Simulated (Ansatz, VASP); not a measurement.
## Si2W: VASP beside Ansatz

```xyz
9
Lattice="4.6169 0.0000 0.0000 -2.3084 3.9983 0.0000 0.0000 0.0000 6.6532" Properties=species:S:1:pos:R:3 pbc="T T T"
W     2.3084    0.0000    3.3266
W     1.1542    1.9992    5.5444
W    -1.1542    1.9992    1.1089
Si    1.1332    0.6542    1.1089
Si    3.4837    0.6542    5.5444
Si    0.0000    1.3085    3.3266
Si    1.1753    3.3441    1.1089
Si   -1.1753    3.3441    5.5444
Si    2.3084    2.6899    3.3266
```

Alike in both runs: task relaxation of cell and atoms; functional PBEsol; k mesh 7 × 7 × 4; occupations fermi-dirac, width 0.05 eV; no spin polarisation.

|  | VASP | Ansatz |
| --- | --- | --- |
| version | VASP 6.6.1 | Ansatz 0.2.0 |
| potentials or method | VASP PAW PBE potentials, release 64 (W_sv, Si) | Ansatz PAW |
| plane-wave cutoff (eV) | 600 | 420 |
| valence electrons in the cell | 66 | 66 |

Ansatz gave:

- gap on the k mesh at the Fermi level, each at its own relaxed structure (eV): 0.23
- relaxed volume (Å³/atom): 13.31
- relaxed length of the cell vector where the two differ most in proportion (Å): 6.602

Question: What did VASP give for the same quantities?

Answer: gap on the k mesh at the Fermi level, each at its own relaxed structure (eV): 0.23; relaxed volume (Å³/atom): 13.32; relaxed length of the cell vector where the two differ most in proportion (Å): 6.606.

VASP's potentials were made for PBE, not for PBEsol.

Spin-orbit coupling is off throughout. Noted on Ansatz's run: odd divisions of the mesh miss points on the zone boundary, where band edges often lie, so the gap on the mesh can be too wide; the plane-wave basis is chosen anew once the cell has moved, so the energies of steps on either side of that aren't comparable.
